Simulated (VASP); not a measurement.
Input of a VASP 6.6.1 run:

Contents of INCAR:

```
  ALGO = Fast
  EDIFF = 1E-7
  ENCUT = 520
  GGA = PE
  ISIF = 2
  ISMEAR = 0
  LASPH = True
  LCHARG = False
  LREAL = False
  LWAVE = False
  NBANDS = 20
  NELM = 80
  PREC = Accurate
  SIGMA = 0.1
```

The input KPOINTS:

```
k-points
0
Gamma
  6 6 4
```

Contents of POSCAR:

```
SiSeF2
1.0
    3.7646577200      0.0000000000      0.0000000000
   -1.8823288600      3.2602892200      0.0000000000
    0.0000000000      0.0000000000      6.3549964900
Si Se F
1 1 2
Direct
    0.0000000000      0.0000000000      0.0000000000
    0.0000000000      0.0000000000      0.5000000000
    0.0000000000      0.0000000000      0.7968266100
    0.0000000000      0.0000000000      0.2031733900
```

Potentials or basis: VASP PAW PBE potentials, release 64 (Si, Se, F).

Run with:

```bash
$ cat potpaw_PBE.64/Si/POTCAR potpaw_PBE.64/Se/POTCAR potpaw_PBE.64/F/POTCAR > POTCAR
$ mpirun -np 1 vasp_std > vasp.out
```

Task: Estimate the band gap on the k mesh.

Result: Zero (bands 12 and 13 overlap by 0.79 eV).

Task: What does it give for the pressure?

Result: 58.6 GPa.

Task: Predict the largest force.

Result: 21.703 eV/Å.

Stress tensor (GPa, compression positive):
```
 -0.93   0.00   0.00
  0.00  -0.93   0.00
  0.00   0.00 177.51
```

Caveat: the stress differs along the axes, from -1 to 178 GPa; this functional lacks dispersion, which binds layers or chains, so the pressure and a relaxed spacing across them are unreliable; forces of over 1 eV/Å act on the atoms, so gaps and moduli don't describe the material at rest.
